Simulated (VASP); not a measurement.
# Zn (Im-3m) in VASP: a series of runs

Zn is run at these levels: PBE; tasks: relaxation of cell and atoms.

All numbers are computed with VASP 6.6.1; they aren't measurements. Logs are shortened: lines on timing, memory, paths and dates and some standing lists are left out, and cuts for length are marked.

### Step 1. The cell of the first run

The structure is cubic, space group Im-3m (No. 229). Conventional cell: a = 3.130 Å, b = 3.130 Å, c = 3.130 Å, α = 90.00°, β = 90.00°, γ = 90.00°. Within 3.6 Å of Zn (site symmetry m-3m) lie 14 Zn at 2.71 to 3.13 Å.

### Step 2. Relaxation of cell and atoms, PBE, target pressure 20 GPa, at which the enthalpy is minimised

INCAR reads:

```
SYSTEM = Zn
PREC     = Accurate       ! precision mode
ENCUT    = 600            ! plane-wave cutoff, eV
EDIFF    = 1E-6           ! SCF threshold, eV
ISMEAR   = 0              ! smearing method
SIGMA    = 0.05           ! smearing width, eV
LREAL    = .FALSE.        ! projectors in reciprocal space
LASPH    = .TRUE.         ! aspherical terms in the spheres
NELM     = 80             ! most SCF steps
ALGO     = Normal         ! electronic algorithm
ISIF     = 3              ! what is computed and relaxed
LWAVE    = .FALSE.        ! write WAVECAR
LCHARG   = .FALSE.        ! write CHGCAR
GGA      = PE             ! functional
IBRION   = 2              ! ionic algorithm
NSW      = 80             ! ionic steps
EDIFFG   = -0.01          ! ionic threshold
PSTRESS  = 200.0
```

KPOINTS reads:

```
regular mesh
0
G
  18 18 18
  0 0 0
```

POSCAR reads:

```
Zn
1.0
    1.5650000000      1.5650000000      1.5650000000
   -1.5650000000      1.5650000000      1.5650000000
   -1.5650000000     -1.5650000000      1.5650000000
Zn
1
Direct
    0.0000000000      0.0000000000      0.0000000000
```

Potentials or basis: VASP PAW PBE potentials, release 64 (Zn).

Started as:

```sh
$ cat potpaw_PBE.64/Zn/POTCAR > POTCAR
$ mpirun -np 1 vasp_std > vasp.out
```

OUTCAR:

```text
SYSTEM = Zn
   PREC = Accurate
   ENCUT = 600
   EDIFF = 1E-6
   ISMEAR = 0
   LREAL = .FALSE.
   LASPH = .TRUE.
   NELM = 80
   ISIF = 3
   GGA = PE
   IBRION = 2
   NSW = 80
   EDIFFG = -0.01
   PSTRESS = 200.0

 ion  position               nearest neighbor table
   1  0.000  0.000  0.000-

  LATTYP: Found a body centered cubic cell.
 ALAT       =     3.1300000000

  Lattice vectors:

 A1 = (   1.5650000000,  -1.5650000000,  -1.5650000000)
 A2 = (   1.5650000000,   1.5650000000,   1.5650000000)
 A3 = (  -1.5650000000,  -1.5650000000,   1.5650000000)

Analysis of symmetry for initial positions (statically):
=====================================================================
 Subroutine PRICEL returns:
 Original cell was already a primitive cell.

 Routine SETGRP: Setting up the symmetry group for a
 body centered cubic supercell.

 Subroutine GETGRP returns: Found 48 space group operations
 (whereof 48 operations were pure point group operations)
 out of a pool of 48 trial point group operations.

The static configuration has the point symmetry O_h .

Analysis of symmetry for dynamics (positions and initial velocities):
=====================================================================
 Subroutine PRICEL returns:
 Original cell was already a primitive cell.

 Routine SETGRP: Setting up the symmetry group for a
 body centered cubic supercell.

 Subroutine GETGRP returns: Found 48 space group operations
 (whereof 48 operations were pure point group operations)
 out of a pool of 48 trial point group operations.

The dynamic configuration has the point symmetry O_h .

 Subroutine INISYM returns: Found 48 space group operations
 (whereof 48 operations are pure point group operations),
 and found     1 'primitive' translations

----------------------------------------------------------------------------------------

                                     Primitive cell

  volume of cell :      15.3321

  direct lattice vectors                    reciprocal lattice vectors
     1.565000000  1.565000000  1.565000000     0.319488818  0.000000000  0.319488818
    -1.565000000  1.565000000  1.565000000    -0.319488818  0.319488818  0.000000000
    -1.565000000 -1.565000000  1.565000000     0.000000000 -0.319488818  0.319488818

  length of vectors
     2.710659514  2.710659514  2.710659514     0.451825419  0.451825419  0.451825419

[... 94 lines left out ...]
   EFERMI_NEDOS =   21; number of points for ismear=-14 and -15
   IALGO  =     38    algorithm
   IMIX   =      4    mixing-type and parameters
     AMIX     =   0.40;   BMIX     =  1.00
     AMIX_MAG =   1.60;   BMIX_MAG =  1.00
  volume/ion in A,a.u.               =      15.33       103.47
  Fermi-wavevector in a.u.,A,eV,Ry     =   1.508693  2.851017 30.968968  2.276155
  Thomas-Fermi vector in A             =   2.619114
   LORBIT       =      0    0 simple, 1 ext, 2 COOP (PROOUT), +10 PAW based schemes
   GGA     = PE    functional components
   LHFCALC =     F    Hartree Fock is set to
   AEXX    =    0.0000 exact exchange contribution
   IVDW    =     0    specifies the selected vdW correction
   LEPSILON=     F    determine dielectric tensor
   LRPA    =     F    only Hartree local field effects (RPA)
 conjugate gradient relaxation of ions
 non-spin polarized calculation
 Gauss-broadening in eV      SIGMA  =   0.05
  energy-cutoff  :      600.00
  volume of cell :       15.33
 maximum number of plane-waves:       531
 NGX is ok and might be reduce to    24
   NGX = 11   NGY = 11   NGZ = 11

--------------------------------------- Ionic step        1  -------------------------------------------

 number of electron      11.9999992 magnetization

 Free energy of the ion-electron system (eV)
  ---------------------------------------------------
  ext. energy  EPLUGINS =         0.00000000
  ---------------------------------------------------
  free energy    TOTEN  =        -1.02245738 eV

  energy without entropy =       -1.02204574  energy(sigma->0) =       -1.02225156

------------------------ aborting loop because EDIFF is reached ----------------------------------------

  FORCE on cell =-STRESS in cart. coord.  units (eV):
  Direction    XX          YY          ZZ          XY          YZ          ZX
  --------------------------------------------------------------------------------------
  -------------------------------------------------------------------------------------
  Total        0.0393890      0.0393890      0.0393890      0.0000000      0.0000000      0.0000000
  in kB        4.1160683      4.1160683      4.1160683      0.0000000      0.0000000      0.0000000
  external PRESSURE =    -195.8839317 kB  Pullay stress =     200.0000000 kB
[... 172 lines left out ...]
--------------------------------------- Ionic step        6  -------------------------------------------

 number of electron      11.9999998 magnetization

 Free energy of the ion-electron system (eV)
  ---------------------------------------------------
  ext. energy  EPLUGINS =         0.00000000
  ---------------------------------------------------
  free energy    TOTEN  =        -0.88534040 eV

  energy without entropy =       -0.88478112  energy(sigma->0) =       -0.88506076

 E-fermi :   4.7497     XC(G=0): -12.5094

 val. band max:        4.7394861480   @ k =   0.5000   0.2778   0.2778
 cond. band min:       4.7599438128   @ k =  -0.3889   0.2222   0.0000
 fundamental gap:      0.0204576648
 Fermi energy:         4.7497042256

 k-point     1 :       0.0000    0.0000    0.0000
  band No.  band energies     occupation
      1      -7.4002      2.00000
      2      -3.7895      2.00000
      3      -3.7895      2.00000
      4      -3.7895      2.00000
      5      -3.0981      2.00000
      6      -3.0981      2.00000
      7      26.9595      0.00000
      8      26.9595      0.00000
      9      26.9595      0.00000
     10      27.0058      0.00000
[... 287 lines left out ...]
 k-point    24 :       0.5000    0.1111    0.0000
  band No.  band energies     occupation
      1      -4.6330      2.00000
      2      -4.1774      2.00000
      3      -3.1827      2.00000
      4      -3.1335      2.00000
      5      -2.8264      2.00000
      6       0.7019      2.00000
      7       5.3838      0.00000
      8      14.5314      0.00000
      9      17.8716      0.00000
     10      23.4996      0.00000

 [... further k-points ...]

------------------------ aborting loop because EDIFF is reached ----------------------------------------

  FORCE on cell =-STRESS in cart. coord.  units (eV):
  Direction    XX          YY          ZZ          XY          YZ          ZX
  --------------------------------------------------------------------------------------
  -------------------------------------------------------------------------------------
  Total        1.5975093      1.5975093      1.5975093      0.0000000     -0.0000000      0.0000000
  in kB      200.3056784    200.3056784    200.3056784      0.0000000     -0.0000000      0.0000000
  external PRESSURE =       0.3056784 kB  Pullay stress =     200.0000000 kB
[... 20 lines left out ...]
  energy  without entropy=       -0.8847811201  energy(sigma->0) =       -0.88506076

  enthalpy is  TOTEN    =         0.7097309894 eV   P V=        1.5950713920

 reached required accuracy - stopping structural energy minimisation
```

It took 39 s on 1 thread of Intel Xeon 6975P-C (Granite Rapids), shared host; peak memory 0.17 GiB.

Results:

```yaml
Free_energy: -0.8853 eV
Relaxed_volume: 12.78 Å³/atom
Relaxed_cell: a = 2.551 Å, b = 2.551 Å, c = 2.551 Å, α = 70.53°, β = 109.47°, γ = 70.53°
Space_group_after_relaxing_to_0.05_Å: Im-3m (No. 229)
Energy_change_on_relaxing_the_enthalpy_is_what_falls: +137.1 meV/atom
Ionic_steps: 6
Pressure_after_relaxing: 20.0 GPa
Band_gap_on_the_k_mesh: zero (band 6 reaches 9.12 eV, above the bottom of band 7 at 3.98 eV)
```

The path:
| step | energy change (eV) | largest force (eV/Å) | pressure (GPa) | volume (Å³) |
| --- | --- | --- | --- | --- |
| 1 | 0.0000 | 0.0000 | 0.41 | 15.33 |
| 2 | 0.3624 | 0.0000 | 39.95 | 11.54 |
| 3 | 0.1342 | 0.0000 | 19.73 | 12.80 |
| 4 | 0.1402 | 0.0000 | 20.34 | 12.75 |
| 5 | 0.1344 | 0.0000 | 19.78 | 12.80 |
| 6 | 0.1371 | 0.0000 | 20.03 | 12.78 |

Final structure:
```cif
data_structure
_symmetry_space_group_name_H-M 'P 1'
_symmetry_Int_Tables_number 1
_cell_length_a 2.5509
_cell_length_b 2.5509
_cell_length_c 2.5509
_cell_angle_alpha 70.529
_cell_angle_beta 109.471
_cell_angle_gamma 70.529
_cell_volume 12.78
loop_
_atom_site_label
_atom_site_type_symbol
_atom_site_fract_x
_atom_site_fract_y
_atom_site_fract_z
_atom_site_occupancy
Zn1 Zn 0.00000 0.00000 0.00000 1
```

Caveat: the cell is relaxed towards a set pressure, so the enthalpy falls and the energy may rise; the volume moved by over 15 % at a fixed basis, so the end points are rough.

### Step 3. Relaxation of cell and atoms, PBE, target pressure 30 GPa, at which the enthalpy is minimised

INCAR reads:

```
  PREC = Accurate
  ENCUT = 600
  EDIFF = 1E-6
  ISMEAR = 0
  SIGMA = 0.05
  LREAL = False
  LASPH = True
  NELM = 80
  ALGO = Normal
  ISIF = 3
  LWAVE = False
  LCHARG = False
  GGA = PE
  IBRION = 2
  NSW = 80
  EDIFFG = -0.01
  PSTRESS = 300.0
```

KPOINTS reads:

```
regular mesh
0
Gamma
  18 18 18
```

POSCAR is that of step 2.

Potentials or basis: VASP PAW PBE potentials, release 64 (Zn).

Started as:

```sh
$ cat potpaw_PBE.64/Zn/POTCAR > POTCAR
$ mpirun -np 1 vasp_std > vasp.out
```

Run time: 46 s. Hardware: 1 thread of Intel Xeon 6975P-C (Granite Rapids), shared host; peak memory 0.17 GiB.

Results (log left out):

```
Free energy                                            : -0.7757 eV
Relaxed volume                                         : 12.07 Å³/atom
Relaxed cell                                           : a = 2.503 Å, b = 2.503 Å, c = 2.503 Å, α = 70.53°, β = 109.47°, γ = 70.53°
Space group after relaxing (to 0.05 Å)                 : Im-3m (No. 229)
Energy change on relaxing (the enthalpy is what falls) : +246.7 meV/atom
Ionic steps                                            : 7
Pressure after relaxing                                : 30.0 GPa
Band gap on the k mesh                                 : zero (band 6 reaches 9.74 eV, above the bottom of band 7 at 4.63 eV)
```

Step by step:
| step | energy change (eV) | largest force (eV/Å) | pressure (GPa) | volume (Å³) |
| --- | --- | --- | --- | --- |
| 1 | 0.0000 | 0.0000 | 0.41 | 15.33 |
| 2 | 1.0214 | 0.0000 | 93.01 | 9.87 |
| 3 | 0.2252 | 0.0000 | 28.14 | 12.19 |
| 4 | 0.2409 | 0.0000 | 29.54 | 12.10 |
| 5 | 0.2520 | 0.0000 | 30.52 | 12.04 |
| 6 | 0.2404 | 0.0000 | 29.50 | 12.10 |
| 7 | 0.2467 | 0.0000 | 30.04 | 12.07 |

Final structure:
```cif
data_structure
_symmetry_space_group_name_H-M 'P 1'
_symmetry_Int_Tables_number 1
_cell_length_a 2.5028
_cell_length_b 2.5028
_cell_length_c 2.5028
_cell_angle_alpha 70.529
_cell_angle_beta 109.471
_cell_angle_gamma 70.529
_cell_volume 12.07
loop_
_atom_site_label
_atom_site_type_symbol
_atom_site_fract_x
_atom_site_fract_y
_atom_site_fract_z
_atom_site_occupancy
Zn1 Zn 0.00000 0.00000 0.00000 1
```

Levels at points of the mesh, in eV from the Fermi level:
| k point | band 4 | band 5 | band 6 | band 7 | band 8 | band 9 |
| --- | --- | --- | --- | --- | --- | --- |
| (0.00, 0.00, 0.00) | -8.81 | -8.05 | -8.05 | 22.74 | 22.74 | 23.31 |
| (0.50, 0.00, 0.00) | -7.99 | -7.53 | -3.97 | -0.68 | 13.32 | 14.20 |
| (0.50, 0.50, 0.50) | -7.66 | -7.66 | 4.44 | 4.44 | 4.44 | 9.36 |

Caveat: the cell is relaxed towards a set pressure, so the enthalpy falls and the energy may rise; the volume moved by over 15 % at a fixed basis, so the end points are rough.
